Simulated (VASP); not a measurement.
# Zr (R-3m) in VASP: single point with r2SCAN

Aim: the single point of Zr with r2SCAN.

All numbers are computed with VASP 6.6.1; they aren't measurements. Logs are shortened: lines on timing, memory, paths and dates and some standing lists are left out, and cuts for length are marked.

## Step 1: The cell of the first run

The structure is trigonal, space group R-3m (No. 166). Conventional cell: a = 7.407 Å, b = 7.407 Å, c = 18.949 Å, α = 90.00°, β = 90.00°, γ = 120.00°. Within 3.3 Å of Zr (site symmetry m) lie 6 Zr at 2.52 to 2.72 Å. Zr (site symmetry m) has 7 Zr at 2.69 to 3.03 Å within 3.5 Å.

## Step 2: Single point, r2SCAN

The input, POSCAR:

```
Zr
1.0
    3.7036900547      2.1383264501      6.3162810264
   -3.7036900547      2.1383264501      6.3162810264
    0.0000000000     -4.2766529000      6.3162810264
Zr
12
Direct
    0.0101900000      0.6536100000      0.0101900000
    0.0101900000      0.0101900000      0.6536100000
    0.6536100000      0.0101900000      0.0101900000
    0.9898100000      0.3463900000      0.9898100000
    0.3463900000      0.9898100000      0.9898100000
    0.9898100000      0.9898100000      0.3463900000
    0.2211800000      0.6306000000      0.2211800000
    0.2211800000      0.2211800000      0.6306000000
    0.6306000000      0.2211800000      0.2211800000
    0.7788200000      0.3694000000      0.7788200000
    0.3694000000      0.7788200000      0.7788200000
    0.7788200000      0.7788200000      0.3694000000
```

The input, INCAR.step1:

```
SYSTEM = Zr
PREC = Accurate
ENCUT = 520
ISMEAR = 0
SIGMA = 0.1
LREAL = .False.
LASPH = .True.
NELM = 60
NBANDS = 84
GGA = PE
ALGO = Normal
EDIFF = 1E-4
LWAVE = .True.
LCHARG = .False.
```

The input, INCAR.step2:

```
SYSTEM = Zr
PREC = Accurate
ENCUT = 520
EDIFF = 1E-7
ISMEAR = 0
SIGMA = 0.1
LREAL = .False.
LASPH = .True.
NELM = 60
ALGO = Normal
ISIF = 2
LWAVE = .False.
LCHARG = .False.
METAGGA = R2SCAN
LMIXTAU = .True.
NBANDS = 84
ISTART = 1
```

The input, KPOINTS:

```
regular mesh
0
Gamma
  3 3 3
  0 0 0
```

Potentials or basis: VASP PAW PBE potentials, release 64 (Zr_sv).

On the command line:

```console
> cat potpaw_PBE.64/Zr_sv/POTCAR > POTCAR
> cp INCAR.step1 INCAR
> mpirun -np 1 vasp_std > vasp.out
> cp INCAR.step2 INCAR
> mpirun -np 1 vasp_std > vasp.out
```

OUTCAR:

```text
SYSTEM = Zr
   PREC = Accurate
   ENCUT = 520
   EDIFF = 1E-7
   ISMEAR = 0
   LREAL = .False.
   LASPH = .True.
   NELM = 60
   ISIF = 2
   METAGGA = R2SCAN
   ISTART = 1

 ion  position               nearest neighbor table
   1  0.010  0.654  0.010-   4 2.52   2 2.64   3 2.64   7 2.71  12 2.72  11 2.72
   2  0.010  0.010  0.654-   6 2.52   3 2.64   1 2.64   8 2.71  10 2.72  11 2.72
   3  0.654  0.010  0.010-   5 2.52   2 2.64   1 2.64   9 2.71  12 2.72  10 2.72
   4  0.990  0.346  0.990-   1 2.52   6 2.64   5 2.64  10 2.71   8 2.72   9 2.72
   5  0.346  0.990  0.990-   3 2.52   6 2.64   4 2.64  11 2.71   8 2.72   7 2.72
   6  0.990  0.990  0.346-   2 2.52   4 2.64   5 2.64  12 2.71   9 2.72   7 2.72
   7  0.221  0.631  0.221-  11 2.69  12 2.69   1 2.71   5 2.72   6 2.72   8 3.03   9 3.03
   8  0.221  0.221  0.631-  10 2.69  11 2.69   2 2.71   4 2.72   5 2.72   7 3.03   9 3.03
   9  0.631  0.221  0.221-  10 2.69  12 2.69   3 2.71   4 2.72   6 2.72   8 3.03   7 3.03
  10  0.779  0.369  0.779-   9 2.69   8 2.69   4 2.71   3 2.72   2 2.72  12 3.03  11 3.03
  11  0.369  0.779  0.779-   7 2.69   8 2.69   5 2.71   1 2.72   2 2.72  12 3.03  10 3.03
  12  0.779  0.779  0.369-   7 2.69   9 2.69   6 2.71   3 2.72   1 2.72  10 3.03  11 3.03

  LATTYP: Found a trigonal (rhomboedric) cell.
 ALAT       =     7.6279201643
 COS(alpha) =     0.5284942553

  Lattice vectors:

 A1 = (   3.7036900547,   2.1383264501,   6.3162810264)
 A2 = (  -3.7036900547,   2.1383264501,   6.3162810264)
 A3 = (   0.0000000000,  -4.2766529000,   6.3162810264)

Analysis of symmetry for initial positions (statically):
=====================================================================
 Subroutine PRICEL returns:
 Original cell was already a primitive cell.

 Routine SETGRP: Setting up the symmetry group for a
 trigonal (rhombohedral) supercell.

 Subroutine GETGRP returns: Found 12 space group operations
 (whereof 12 operations were pure point group operations)
 out of a pool of 12 trial point group operations.

The static configuration has the point symmetry D_3d.

Analysis of symmetry for dynamics (positions and initial velocities):
=====================================================================
 Subroutine PRICEL returns:
 Original cell was already a primitive cell.

 Routine SETGRP: Setting up the symmetry group for a
 trigonal (rhombohedral) supercell.

 Subroutine GETGRP returns: Found 12 space group operations
 (whereof 12 operations were pure point group operations)
 out of a pool of 12 trial point group operations.

The dynamic configuration has the point symmetry D_3d.

 Subroutine INISYM returns: Found 12 space group operations
 (whereof 12 operations are pure point group operations),
 and found     1 'primitive' translations

----------------------------------------------------------------------------------------

                                     Primitive cell

  volume of cell :     300.1382

  direct lattice vectors                    reciprocal lattice vectors
     3.703690055  2.138326450  6.316281026     0.135000498  0.077942574  0.052773670
    -3.703690055  2.138326450  6.316281026    -0.135000498  0.077942574  0.052773670
     0.000000000 -4.276652900  6.316281026     0.000000000 -0.155885147  0.052773670

  length of vectors
     7.627920164  7.627920164  7.627920164     0.164575938  0.164575938  0.164575938

  position of ions in fractional coordinates (direct lattice)
     0.010190000  0.653610000  0.010190000
     0.010190000  0.010190000  0.653610000
     0.653610000  0.010190000  0.010190000
     0.989810000  0.346390000  0.989810000
     0.346390000  0.989810000  0.989810000
     0.989810000  0.989810000  0.346390000
     0.221180000  0.630600000  0.221180000
     0.221180000  0.221180000  0.630600000
     0.630600000  0.221180000  0.221180000
     0.778820000  0.369400000  0.778820000
     0.369400000  0.778820000  0.778820000
     0.778820000  0.778820000  0.369400000

  ion indices of the primitive-cell ions
   primitive index   ion index
                 1           1
                 2           2
                 3           3
                 4           4
                 5           5
                 6           6
                 7           7
                 8           8
                 9           9
                10          10
                11          11
                12          12

----------------------------------------------------------------------------------------

 KPOINTS: regular mesh

Automatic generation of k-mesh.
 Grid dimensions read from file:
 generate k-points for:    3    3    3

 Generating k-lattice:

  Cartesian coordinates                     Fractional coordinates (reciprocal lattice)
     0.045000166  0.025980858  0.017591223     0.333333333 -0.000000000 -0.000000000
    -0.045000166  0.025980858  0.017591223    -0.000000000  0.333333333 -0.000000000
     0.000000000 -0.051961716  0.017591223    -0.000000000 -0.000000000  0.333333333

  Length of vectors
     0.054858646  0.054858646  0.054858646

  Shift w.r.t. Gamma in fractional coordinates (k-lattice)
     0.000000000  0.000000000  0.000000000

 Subroutine IBZKPT returns following result:
 ===========================================

 Found      6 irreducible k-points:

 Following reciprocal coordinates:
            Coordinates               Weight
  0.000000  0.000000  0.000000      1.000000
  0.333333 -0.000000  0.000000      6.000000
  0.333333  0.333333  0.000000      6.000000
 -0.333333  0.333333  0.000000      6.000000
  0.333333  0.333333  0.333333      2.000000
 -0.333333  0.333333  0.333333      6.000000
   k-points           NKPTS =      6   k-points in BZ     NKDIM =      6   number of bands    NBANDS=     84
   number of dos      NEDOS =    301   number of ions     NIONS =     12
   total plane-waves  NPLWV = 216000
   dimension x,y,z NGX =    60 NGY =   60 NGZ =   60
   dimension x,y,z NGXF=   120 NGYF=  120 NGZF=  120
   ions per type =              12
   NGX,Y,Z   is equivalent  to a cutoff of  13.08, 13.08, 13.08 a.u.
   NGXF,Y,Z  is equivalent  to a cutoff of  26.15, 26.15, 26.15 a.u.
 SYSTEM =  Zr
   PREC   = accura    normal or accurate (medium, high low for compatibility)
   ISTART =      1    job   : 0-new  1-cont  2-samecut
   ICHARG =      0    charge: 1-file 2-atom 10-const
   ISPIN  =      1    spin polarized calculation?
   LNONCOLLINEAR =      F non collinear calculations
   LSORBIT =      F    spin-orbit coupling
   LASPH  =      T    aspherical Exc in radial PAW
   ENCUT  =  520.0 eV  38.22 Ry    6.18 a.u.  14.18 14.18 14.18*2*pi/ulx,y,z
   NELM   =     60;   NELMIN=  2; NELMDL=  0     # of ELM steps
   EDIFF  = 0.1E-06   stopping-criterion for ELM
   LREAL  =      F    real-space projection
   EDIFFG = 0.1E-05   stopping-criterion for IOM
   NSW    =      0    number of steps for IOM
   IBRION =     -1    ionic relax: 0-MD 1-quasi-New 2-CG
   NFREE  =      0    steps in history (QN), initial steepest desc. (CG)
   ISIF   =      2    stress and relaxation
   ISYM   =      2    0-nonsym 1-usesym 2-fastsym
   POTIM  = 0.5000    time-step for ionic-motion
   TEBEG  =    0.0;   TEEND  =   0.0 temperature during run
   PSTRESS=    0.0 pullay stress
   NELECT =     144.0000    total number of electrons
   NUPDOWN=      -1.0000    fix difference up-down
   EMIN   =  10.00;   EMAX   =-10.00  energy-range for DOS
   EFERMI =   0.00;   METHOD = LEGACY
   ISMEAR =     0;   SIGMA  =   0.10  broadening in eV -4-tet -1-fermi 0-gaus
   EFERMI_NEDOS =   21; number of points for ismear=-14 and -15
   IALGO  =     38    algorithm
   IMIX   =      4    mixing-type and parameters
     AMIX     =   0.40;   BMIX     =  1.00
     AMIX_MAG =   1.60;   BMIX_MAG =  1.00
  volume/ion in A,a.u.               =      25.01       168.79
  Fermi-wavevector in a.u.,A,eV,Ry     =   1.281608  2.421888 22.347829  1.642519
  Thomas-Fermi vector in A             =   2.413968
   LORBIT       =      0    0 simple, 1 ext, 2 COOP (PROOUT), +10 PAW based schemes
   METAGGA = R2SCAN    functional components
   LHFCALC =     F    Hartree Fock is set to
   AEXX    =    0.0000 exact exchange contribution
   IVDW    =     0    specifies the selected vdW correction
   LEPSILON=     F    determine dielectric tensor
   LRPA    =     F    only Hartree local field effects (RPA)
 non-spin polarized calculation
 Gauss-broadening in eV      SIGMA  =   0.10
  energy-cutoff  :      520.00
  volume of cell :      300.14
 maximum number of plane-waves:      8097
 NGX is ok and might be reduce to    60
   NGX = 29   NGY = 29   NGZ = 29

 number of electron     144.0000001 magnetization

 Free energy of the ion-electron system (eV)
  ---------------------------------------------------
  ext. energy  EPLUGINS =         0.00000000
  ---------------------------------------------------
  free energy    TOTEN  =      -249.60060698 eV

  energy without entropy =     -249.51708320  energy(sigma->0) =     -249.55884509

 E-fermi :   7.4303     XC(G=0): -11.0170

 val. band max:        7.4278619101   @ k =   0.0000   0.0000   0.0000
 cond. band min:       7.4485374896   @ k =   0.3333   0.3333   0.3333
 fundamental gap:      0.0206755795
 Fermi energy:         7.4302725019

 k-point     1 :       0.0000    0.0000    0.0000
  band No.  band energies     occupation
      1     -42.5972      2.00000
      2     -42.2500      2.00000
      3     -42.2500      2.00000
      4     -42.1335      2.00000
      5     -42.1173      2.00000
      6     -42.0697      2.00000
[... 76 lines left out ...]
     83       9.3286      0.00000
     84       9.4485      0.00000

 k-point     2 :       0.3333   -0.0000    0.0000
  band No.  band energies     occupation
      1     -42.5540      2.00000
      2     -42.3275      2.00000
      3     -42.2513      2.00000
      4     -42.2059      2.00000
      5     -42.1019      2.00000
      6     -42.0709      2.00000
[... 76 lines left out ...]
     83       9.3323      0.00000
     84       9.4426      0.00000

 k-point     3 :       0.3333    0.3333    0.0000
  band No.  band energies     occupation
      1     -42.5310      2.00000
      2     -42.3160      2.00000
      3     -42.2950      2.00000
      4     -42.2677      2.00000
      5     -42.0972      2.00000
      6     -42.0678      2.00000
[... 76 lines left out ...]
     83       9.2407      0.00000
     84       9.3273      0.00000

 k-point     4 :      -0.3333    0.3333    0.0000
  band No.  band energies     occupation
      1     -42.5094      2.00000
      2     -42.3349      2.00000
      3     -42.3209      2.00000
      4     -42.2576      2.00000
      5     -42.0830      2.00000
      6     -42.0590      2.00000
[... 76 lines left out ...]
     83       9.2479      0.00000
     84       9.4856      0.00000

 k-point     5 :       0.3333    0.3333    0.3333
  band No.  band energies     occupation
      1     -42.5334      2.00000
      2     -42.3282      2.00000
      3     -42.2939      2.00000
      4     -42.2939      2.00000
      5     -42.0226      2.00000
      6     -42.0226      2.00000
[... 76 lines left out ...]
     83       9.3143      0.00000
     84       9.5214      0.00000

 k-point     6 :      -0.3333    0.3333    0.3333
  band No.  band energies     occupation
      1     -42.4916      2.00000
      2     -42.3469      2.00000
      3     -42.3336      2.00000
      4     -42.2950      2.00000
      5     -42.0773      2.00000
      6     -42.0239      2.00000
[... 76 lines left out ...]
     83       9.3542      0.00000
     84       9.5307      0.00000

------------------------ aborting loop because EDIFF is reached ----------------------------------------

  FORCE on cell =-STRESS in cart. coord.  units (eV):
  Direction    XX          YY          ZZ          XY          YZ          ZX
  --------------------------------------------------------------------------------------
  -------------------------------------------------------------------------------------
  Total       31.0191673     31.0191673     42.4475707      0.0000000      0.0000000      0.0000000
  in kB      165.5843849    165.5843849    226.5907015      0.0000000      0.0000000      0.0000000
  external PRESSURE =     185.9198237 kB  Pullay stress =       0.0000000 kB

 VOLUME and BASIS-vectors are now :
 -----------------------------------------------------------------------------
  energy-cutoff  :      520.00
  volume of cell :      300.14
      direct lattice vectors                 reciprocal lattice vectors
     3.703690055  2.138326450  6.316281026     0.135000498  0.077942574  0.052773670
    -3.703690055  2.138326450  6.316281026    -0.135000498  0.077942574  0.052773670
     0.000000000 -4.276652900  6.316281026     0.000000000 -0.155885147  0.052773670

 POSITION                                       TOTAL-FORCE (eV/Angst)
 -----------------------------------------------------------------------------------
     -2.38303      1.37584      4.25711         2.036738     -1.175911     -0.857778
      0.00000     -2.75168      4.25711         0.000000      2.351822     -0.857778
      2.38303      1.37584      4.25711        -2.036738     -1.175911     -0.857778
      2.38303     -1.37584     14.69173        -2.036738      1.175911      0.857778
     -2.38303     -1.37584     14.69173         2.036738      1.175911      0.857778
      0.00000      2.75168     14.69173         0.000000     -2.351822      0.857778
     -1.51636      0.87547      6.77712         2.156029     -1.244784      0.945981
      0.00000     -1.75095      6.77712         0.000000      2.489568      0.945981
      1.51636      0.87547      6.77712        -2.156029     -1.244784      0.945981
      1.51636     -0.87547     12.17173        -2.156029      1.244784     -0.945981
     -1.51636     -0.87547     12.17173         2.156029      1.244784     -0.945981
      0.00000      1.75095     12.17173         0.000000     -2.489568     -0.945981
 -----------------------------------------------------------------------------------
    total drift:                               -0.000000      0.000000     -0.000000

  FREE ENERGIE OF THE ION-ELECTRON SYSTEM (eV)
  ---------------------------------------------------
  free  energy   TOTEN  =      -249.6006069837 eV

  energy  without entropy=     -249.5170832044  energy(sigma->0) =     -249.55884509
```

Wall time 43 min (1 thread of Intel Xeon Platinum 8375C at 2.90GHz (Ice Lake), shared host); peak memory 0.57 GiB.

Results:

* Free energy: -249.6006 eV
* Pressure: 18.6 GPa
* Largest force: 2.663 eV/Å
* Band gap on the k mesh: zero (bands 72 and 73 overlap by 0.27 eV)

Forces in eV/Å, atoms in the order of the input:
```
Zr   2.037 -1.176 -0.858
Zr   0.000  2.352 -0.858
Zr  -2.037 -1.176 -0.858
Zr  -2.037  1.176  0.858
Zr   2.037  1.176  0.858
Zr   0.000 -2.352  0.858
Zr   2.156 -1.245  0.946
Zr   0.000  2.490  0.946
Zr  -2.156 -1.245  0.946
Zr  -2.156  1.245 -0.946
Zr   2.156  1.245 -0.946
Zr   0.000 -2.490 -0.946
```

Stress tensor (GPa, compression positive):
```
16.56  0.00  0.00
 0.00 16.56  0.00
 0.00  0.00 22.66
```

Levels at points of the mesh, in eV from the Fermi level:
```csv
k point,band 68,band 69,band 70,band 71,band 72,band 73,band 74,band 75,band 76,band 77
"(0.00, 0.00, 0.00)",-0.16,-0.10,-0.09,0.00,0.00,0.00,0.37,0.44,0.58,0.58
```

Caveat: the cell stands under pressure; the PAW data sets were made with another functional, which shifts forces and pressure a little.
